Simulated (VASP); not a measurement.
A run of VASP 6.6.1:

INCAR

```
SYSTEM = Co
  PREC = Accurate
  ENCUT = 600
  EDIFF = 1E-6
  ISMEAR = -1
  SIGMA = 0.1
  LREAL = .False.
  LASPH = .True.
  NELM = 100
  ALGO = Normal
  ISIF = 3
  LWAVE = .False.
  LCHARG = .False.
  GGA = B5
  ALDAX = 1.0
  AGGAX = 1.0
  AGGAC = 1.0
  ALDAC = 0.0
  IBRION = 2
  NSW = 80
  EDIFFG = -0.01
```

Contents of KPOINTS:

```
Automatic mesh
0
Gamma
  14 14 8
  0 0 0
```

The input POSCAR:

```
Co
1.0
    2.5070990085      0.0000000000      0.0000000000
   -1.2535495042      2.1712114311      0.0000000000
    0.0000000000      0.0000000000      4.0686000000
Co
2
Direct
    0.3333333333      0.6666666667      0.2500000000
    0.6666666667      0.3333333333      0.7500000000
```

Potentials or basis: VASP PAW PBE potentials, release 64 (Co).

The run is started by

```sh
$ cat potpaw_PBE.64/Co/POTCAR > POTCAR
$ mpirun -np 1 vasp_std > vasp.out
```

Hardware: 1 thread of AMD EPYC 7R43 64-Core Processor (Zen 3), on a shared host.

**Question.** Estimate the wall time of this run.

**Answer.** Wall time 3.1 min on 1 thread of AMD EPYC 7R43 64-Core Processor (Zen 3) (shared host), peak memory 0.14 GiB. Counts: scf iterations 38, k points 120, ion steps 5.
